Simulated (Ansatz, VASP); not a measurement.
# Ti4Al9 in VASP and in Ansatz

```
Al Ti
1.0
     3.97242    0.00000    0.00000
     0.00000    6.33402    0.00000
     0.00000    0.00000   22.42230
Al Ti
9 4
Cartesian
  0.0000 5.2388 7.5078
  1.9862 0.7477 8.1507
  1.9862 4.5126 9.2542
  1.9862 1.9831 10.5462
  0.0000 3.9319 11.2112
  1.9862 5.8807 11.8761
  1.9862 3.3512 13.1681
  1.9862 0.7820 14.2716
  0.0000 2.6249 14.9145
  0.0000 2.6338 8.7558
  0.0000 6.3546 10.0298
  0.0000 1.5091 12.3925
  0.0000 5.2299 13.6665
```

Alike in both runs: functional PBEsol; k mesh 9 × 6 × 1; occupations gaussian, width 0.1 eV; no spin polarisation.

Ansatz relaxed the structure, and its values are those at the end. VASP's run is a single point on that final structure, the one shown.

```csv
,VASP,Ansatz
version,VASP 6.6.1,Ansatz 0.2.0
potentials or method,"VASP PAW PBE potentials, release 64 (Al, Ti_sv), cutoff 520 eV","scalar-relativistic, plane waves, PAW"
valence electrons in the cell,75,75
```

Ansatz gave:

| Quantity | Value |
| --- | --- |
| gap on the k mesh at the Fermi level (eV) | none |
| rms of the force components (eV/Å) | 0.004 |
| work function, face that differs most (eV) | 4.57 |

Q: Which values does VASP return?

A: gap on the k mesh at the Fermi level (eV): none; rms of the force components (eV/Å): 0.007; work function, face that differs most (eV): 4.57.

VASP's potentials were made for PBE, not for PBEsol. A gap of «none» marks a metal or a gap that the smearing closes. The functional is the same, so the differences come from potentials, cutoffs and numerics. Ansatz's warnings: xc potential rough in thin density.
